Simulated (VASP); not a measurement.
# Al in VASP: notebook, part 2 of 2

VASP 6.6.1.

**3. Electric field gradients, LDA (equal xx and yy strain of +1 %)**

File INCAR:

```
SYSTEM = Al
PREC = Accurate ; ENCUT = 520
EDIFF = 1E-8 ; ISMEAR = -1
SIGMA = 0.03 ; LREAL = .FALSE.
LASPH = .TRUE. ; NELM = 80
ALGO = Normal ; ISIF = 2
LWAVE = .FALSE. ; LCHARG = .FALSE.
GGA = CA ; LEFG = .TRUE.
NBANDS = 8
```

File KPOINTS:

```
Automatic mesh
0
G
  17 17 17
  0 0 0
```

File POSCAR:

```
Al
1.0
    0.0000000000      2.0442198000      2.0239800000
    2.0442198000      0.0000000000      2.0239800000
    2.0442198000      2.0442198000      0.0000000000
Al
1
Direct
    0.0000000000      0.0000000000      0.0000000000
```

Potentials or basis: VASP PAW LDA potentials, release 64 (Al).

Started as:

```bash
> cat potpaw_LDA.64/Al/POTCAR > POTCAR
> mpirun -np 1 vasp_std > vasp.out
```

OUTCAR:

```text
SYSTEM = Al
   PREC = Accurate
   ENCUT = 520
   EDIFF = 1E-8
   ISMEAR = -1
   LREAL = .FALSE.
   LASPH = .TRUE.
   NELM = 80
   ISIF = 2
   GGA = CA

 ion  position               nearest neighbor table
   1  0.000  0.000  0.000-

  LATTYP: Found a body centered tetragonal cell.
 ALAT       =     2.8909633656
 C/A-ratio  =     1.4002114479

  Lattice vectors:

 A1 = (   0.0000000000,  -2.0442198000,  -2.0239800000)
 A2 = (   0.0000000000,   2.0442198000,  -2.0239800000)
 A3 = (   2.0442198000,   0.0000000000,   2.0239800000)

Analysis of symmetry for initial positions (statically):
=====================================================================
 Subroutine PRICEL returns:
 Original cell was already a primitive cell.

 Routine SETGRP: Setting up the symmetry group for a
 body centered tetragonal supercell.

 Subroutine GETGRP returns: Found 16 space group operations
 (whereof 16 operations were pure point group operations)
 out of a pool of 16 trial point group operations.

The static configuration has the point symmetry D_4h.

Analysis of symmetry for dynamics (positions and initial velocities):
=====================================================================
 Subroutine PRICEL returns:
 Original cell was already a primitive cell.

 Routine SETGRP: Setting up the symmetry group for a
 body centered tetragonal supercell.

 Subroutine GETGRP returns: Found 16 space group operations
 (whereof 16 operations were pure point group operations)
 out of a pool of 16 trial point group operations.

The dynamic configuration has the point symmetry D_4h.

 Subroutine INISYM returns: Found 16 space group operations
 (whereof 16 operations are pure point group operations),
 and found     1 'primitive' translations

----------------------------------------------------------------------------------------

                                     Primitive cell

  volume of cell :      16.9158

  direct lattice vectors                    reciprocal lattice vectors
     0.000000000  2.044219800  2.023980000    -0.244592093  0.244592093  0.247038014
     2.044219800  0.000000000  2.023980000     0.244592093 -0.244592093  0.247038014
     2.044219800  2.044219800  0.000000000     0.244592093  0.244592093 -0.247038014

  length of vectors
     2.876687267  2.876687267  2.890963366     0.425062777  0.425062777  0.425062777

  position of ions in fractional coordinates (direct lattice)
     0.000000000  0.000000000  0.000000000

  ion indices of the primitive-cell ions
   primitive index   ion index
                 1           1

----------------------------------------------------------------------------------------

 KPOINTS: Automatic mesh

Automatic generation of k-mesh.
 Grid dimensions read from file:
 generate k-points for:   17   17   17

 Generating k-lattice:

  Cartesian coordinates                     Fractional coordinates (reciprocal lattice)
    -0.014387770  0.014387770  0.014531648     0.058823529  0.000000000  0.000000000
[... 63 lines left out ...]
   IBRION =     -1    ionic relax: 0-MD 1-quasi-New 2-CG
   NFREE  =      0    steps in history (QN), initial steepest desc. (CG)
   ISIF   =      2    stress and relaxation
   ISYM   =      2    0-nonsym 1-usesym 2-fastsym
   POTIM  = 0.5000    time-step for ionic-motion
   TEBEG  =    0.0;   TEEND  =   0.0 temperature during run
   PSTRESS=    0.0 pullay stress
   NELECT =       3.0000    total number of electrons
   NUPDOWN=      -1.0000    fix difference up-down
   EMIN   =  10.00;   EMAX   =-10.00  energy-range for DOS
   EFERMI =   0.00;   METHOD = LEGACY
   ISMEAR =    -1;   SIGMA  =   0.03  broadening in eV -4-tet -1-fermi 0-gaus
   EFERMI_NEDOS =   21; number of points for ismear=-14 and -15
   IALGO  =     38    algorithm
   IMIX   =      4    mixing-type and parameters
     AMIX     =   0.40;   BMIX     =  1.00
     AMIX_MAG =   1.60;   BMIX_MAG =  1.00
  volume/ion in A,a.u.               =      16.92       114.15
  Fermi-wavevector in a.u.,A,eV,Ry     =   0.919782  1.738135 11.510508  0.845998
  Thomas-Fermi vector in A             =   2.045014
   LORBIT       =      0    0 simple, 1 ext, 2 COOP (PROOUT), +10 PAW based schemes
   GGA     = CA    functional components
   LHFCALC =     F    Hartree Fock is set to
   AEXX    =    0.0000 exact exchange contribution
   IVDW    =     0    specifies the selected vdW correction
   LEPSILON=     F    determine dielectric tensor
   LRPA    =     F    only Hartree local field effects (RPA)
 non-spin polarized calculation
  energy-cutoff  :      520.00
  volume of cell :       16.92
 maximum number of plane-waves:       471
 NGX is ok and might be reduce to    24
   NGX = 11   NGY = 11   NGZ = 11

 number of electron       3.0000000 magnetization

 Free energy of the ion-electron system (eV)
  ---------------------------------------------------
  ext. energy  EPLUGINS =         0.00000000
  ---------------------------------------------------
  free energy    TOTEN  =        -4.17672415 eV

  energy without entropy =       -4.17550226  energy(sigma->0) =       -4.17611321

 E-fermi :   7.5299     XC(G=0): -10.2521

 val. band max:        7.5022493532   @ k =  -0.4706   0.2941   0.1176
 cond. band min:       7.5413126553   @ k =  -0.2941   0.2941   0.0000
 fundamental gap:      0.0390633022
 Fermi energy:         7.5298754814

 k-point     1 :       0.0000    0.0000    0.0000
  band No.  band energies     occupation
      1      -3.3944      2.00000
      2      19.9389      0.00000
      3      19.9389      0.00000
      4      20.0452      0.00000
      5      21.0863      0.00000
      6      21.1142      0.00000
      7      21.1142      0.00000
      8      23.9708      0.00000
[... 243 lines left out ...]
 k-point    24 :      -0.1176    0.0588    0.0000
  band No.  band energies     occupation
      1      -2.8141      2.00000
      2      15.2404      0.00000
      3      17.2273      0.00000
      4      19.9780      0.00000
      5      21.8103      0.00000
      6      22.3727      0.00000
      7      23.5359      0.00000
      8      23.6400      0.00000

 [... further k-points ...]
[... 5 lines left out ...]
  --------------------------------------------------------------------------------------
  -------------------------------------------------------------------------------------
  Total       -0.5038770     -0.5038770     -0.5416234      0.0000000      0.0000000     -0.0000000
  in kB      -47.7247559    -47.7247559    -51.2999131      0.0000000      0.0000000     -0.0000000
  external PRESSURE =     -48.9164750 kB  Pullay stress =       0.0000000 kB

 VOLUME and BASIS-vectors are now :
 -----------------------------------------------------------------------------
  energy-cutoff  :      520.00
  volume of cell :       16.92
      direct lattice vectors                 reciprocal lattice vectors
     0.000000000  2.044219800  2.023980000    -0.244592093  0.244592093  0.247038014
     2.044219800  0.000000000  2.023980000     0.244592093 -0.244592093  0.247038014
     2.044219800  2.044219800  0.000000000     0.244592093  0.244592093 -0.247038014

 POSITION                                       TOTAL-FORCE (eV/Angst)
 -----------------------------------------------------------------------------------
      0.00000      0.00000      0.00000         0.000000      0.000000      0.000000
 -----------------------------------------------------------------------------------
    total drift:                                0.000000     -0.000000     -0.000000

  FREE ENERGIE OF THE ION-ELECTRON SYSTEM (eV)
  ---------------------------------------------------
  free  energy   TOTEN  =        -4.1767241534 eV

  energy  without entropy=       -4.1755022606  energy(sigma->0) =       -4.17611321

 Electric field gradients (V/A^2)
---------------------------------------------------------------------
 ion       V_xx      V_yy      V_zz      V_xy      V_xz      V_yz
---------------------------------------------------------------------
   1       0.203     0.203    -0.406     0.000     0.000     0.000
---------------------------------------------------------------------

 Electric field gradients after diagonalization (V/A^2)
 (convention: |V_zz| > |V_xx| > |V_yy|)
----------------------------------------------------------------------
 ion       V_xx      V_yy      V_zz     asymmetry (V_yy - V_xx)/ V_zz
----------------------------------------------------------------------
   1       0.203     0.203    -0.406       0.000
----------------------------------------------------------------------

           NMR quadrupolar parameters

 Cq : quadrupolar parameter    Cq=e*Q*V_zz/h
 eta: asymmetry parameters     (V_yy - V_xx)/ V_zz
 Q  : nuclear electric quadrupole moment in mb (millibarn)
----------------------------------------------------------------------
 ion       Cq(MHz)       eta       Q (mb)
----------------------------------------------------------------------
   1      -0.001       0.000       1.000
----------------------------------------------------------------------
```

Run time: 30 s. Hardware: 1 thread of AMD EPYC 9R45 (Zen 5), shared host; peak memory 0.12 GiB.

What came out:

| Quantity | Value |
| --- | --- |
| Free energy | -4.1767 eV |
| Pressure | -4.9 GPa |

Stress tensor (GPa, compression positive):
```
-4.77  0.00  0.00
 0.00 -4.77  0.00
 0.00  0.00 -5.13
```

Electric field gradients, principal values (V/Å²):
```tsv
atom	least	middle	greatest (by size)
1 Al	0.203	0.203	-0.406
```

Caveat: the cell differs from its parent crystal (equal xx and yy strain of +1 %); without QUAD_EFG the Cq values of the log hold for a quadrupole moment of 1 mb, not for the nuclei.

**4. Electric field gradients, LDA (equal xy, yz and zx shear strains of -2 %)**

File INCAR:

```
ALGO = Normal
EDIFF = 1E-8
ENCUT = 520
GGA = CA
ISIF = 2
ISMEAR = -1
LASPH = T
LCHARG = F
LEFG = T
LREAL = F
LWAVE = F
NBANDS = 8
NELM = 60
PREC = Accurate
SIGMA = 0.03
```

File KPOINTS:

```
k-points
0
Gamma
  17 17 17
```

File POSCAR:

```
Al
1.0
   -0.0404796000      2.0037402000      2.0037402000
    2.0037402000     -0.0404796000      2.0037402000
    2.0037402000      2.0037402000     -0.0404796000
Al
1
Direct
    0.0000000000      0.0000000000      0.0000000000
```

Potentials or basis: VASP PAW LDA potentials, release 64 (Al).

Started as:

```bash
> cat potpaw_LDA.64/Al/POTCAR > POTCAR
> mpirun -np 1 vasp_std > vasp.out
```

OUTCAR:

```text
EDIFF = 1E-8
   ENCUT = 520
   GGA = CA
   ISIF = 2
   ISMEAR = -1
   LASPH = T
   LREAL = F
   NELM = 60
   PREC = Accurate

 ion  position               nearest neighbor table
   1  0.000  0.000  0.000-

  LATTYP: Found a trigonal (rhomboedric) cell.
 ALAT       =     2.8340056768
 COS(alpha) =     0.4797000918

  Lattice vectors:

 A1 = (  -0.0404796000,   2.0037402000,   2.0037402000)
[... 470 lines left out ...]
 -----------------------------------------------------------------------------------
    total drift:                               -0.000000      0.000000      0.000000

  FREE ENERGIE OF THE ION-ELECTRON SYSTEM (eV)
  ---------------------------------------------------
  free  energy   TOTEN  =        -4.1836005928 eV

  energy  without entropy=       -4.1824056895  energy(sigma->0) =       -4.18300314

 Electric field gradients (V/A^2)
---------------------------------------------------------------------
 ion       V_xx      V_yy      V_zz      V_xy      V_xz      V_yz
---------------------------------------------------------------------
   1       0.000     0.000     0.000    -1.857    -1.857    -1.857
---------------------------------------------------------------------

 Electric field gradients after diagonalization (V/A^2)
 (convention: |V_zz| > |V_xx| > |V_yy|)
----------------------------------------------------------------------
 ion       V_xx      V_yy      V_zz     asymmetry (V_yy - V_xx)/ V_zz
----------------------------------------------------------------------
   1       1.857     1.857    -3.714       0.000
----------------------------------------------------------------------

           NMR quadrupolar parameters

 Cq : quadrupolar parameter    Cq=e*Q*V_zz/h
 eta: asymmetry parameters     (V_yy - V_xx)/ V_zz
 Q  : nuclear electric quadrupole moment in mb (millibarn)
----------------------------------------------------------------------
 ion       Cq(MHz)       eta       Q (mb)
----------------------------------------------------------------------
   1      -0.009       0.000       1.000
----------------------------------------------------------------------
```

Run time: 38 s. Hardware: 1 thread of Intel Xeon Platinum 8488C (Sapphire Rapids), shared host; peak memory 0.16 GiB.

Results:

* Free energy: -4.1836 eV
* Pressure: -3.5 GPa

Electric field gradients, principal values (V/Å²):
| atom | least | middle | greatest (by size) |
| --- | --- | --- | --- |
| 1 Al | 1.857 | 1.857 | -3.714 |

Caveat: the cell differs from its parent crystal (equal xy, yz and zx shear strains of -2 %); without QUAD_EFG the Cq values of the log hold for a quadrupole moment of 1 mb, not for the nuclei.

**5. Electric field gradients, LDA (equal xy, yz and zx shear strains of -2 %)**

File INCAR:

```
  PREC = Accurate
  ENCUT = 520
  EDIFF = 1E-8
  ISMEAR = -1
  SIGMA = 0.03
  LREAL = False
  LASPH = True
  NELM = 60
  ALGO = Normal
  ISIF = 2
  LWAVE = False
  LCHARG = False
  LEFG = True
  NBANDS = 8
```

File KPOINTS:

```
regular mesh
0
Gamma
  17 17 17
```

POSCAR is that of step 4.

Potentials or basis: VASP PAW LDA potentials, release 64 (Al).

Started as:

```bash
> cat potpaw_LDA.64/Al/POTCAR > POTCAR
> mpirun -np 1 vasp_std > vasp.out
```

OUTCAR:

```text
PREC = Accurate
   ENCUT = 520
   EDIFF = 1E-8
   ISMEAR = -1
   LREAL = False
   LASPH = True
   NELM = 60
   ISIF = 2

 ion  position               nearest neighbor table
   1  0.000  0.000  0.000-

  LATTYP: Found a trigonal (rhomboedric) cell.
 ALAT       =     2.8340056768
 COS(alpha) =     0.4797000918

  Lattice vectors:

 A1 = (  -0.0404796000,   2.0037402000,   2.0037402000)
[... 470 lines left out ...]
 -----------------------------------------------------------------------------------
    total drift:                               -0.000000      0.000000      0.000000

  FREE ENERGIE OF THE ION-ELECTRON SYSTEM (eV)
  ---------------------------------------------------
  free  energy   TOTEN  =        -4.1836005928 eV

  energy  without entropy=       -4.1824056895  energy(sigma->0) =       -4.18300314

 Electric field gradients (V/A^2)
---------------------------------------------------------------------
 ion       V_xx      V_yy      V_zz      V_xy      V_xz      V_yz
---------------------------------------------------------------------
   1       0.000     0.000     0.000    -1.857    -1.857    -1.857
---------------------------------------------------------------------

 Electric field gradients after diagonalization (V/A^2)
 (convention: |V_zz| > |V_xx| > |V_yy|)
----------------------------------------------------------------------
 ion       V_xx      V_yy      V_zz     asymmetry (V_yy - V_xx)/ V_zz
----------------------------------------------------------------------
   1       1.857     1.857    -3.714       0.000
----------------------------------------------------------------------

           NMR quadrupolar parameters

 Cq : quadrupolar parameter    Cq=e*Q*V_zz/h
 eta: asymmetry parameters     (V_yy - V_xx)/ V_zz
 Q  : nuclear electric quadrupole moment in mb (millibarn)
----------------------------------------------------------------------
 ion       Cq(MHz)       eta       Q (mb)
----------------------------------------------------------------------
   1      -0.009       0.000       1.000
----------------------------------------------------------------------
```

Wall time 37 s (1 thread of Intel Xeon Platinum 8488C (Sapphire Rapids), shared host); peak memory 0.16 GiB.

Results:

```yaml
Free_energy: -4.1836 eV
Pressure: -3.5 GPa
```

Electric field gradients, principal values (V/Å²):
| atom | least | middle | greatest (by size) |
| --- | --- | --- | --- |
| 1 Al | 1.857 | 1.857 | -3.714 |

Caveat: the cell differs from its parent crystal (equal xy, yz and zx shear strains of -2 %); without QUAD_EFG the Cq values of the log hold for a quadrupole moment of 1 mb, not for the nuclei.
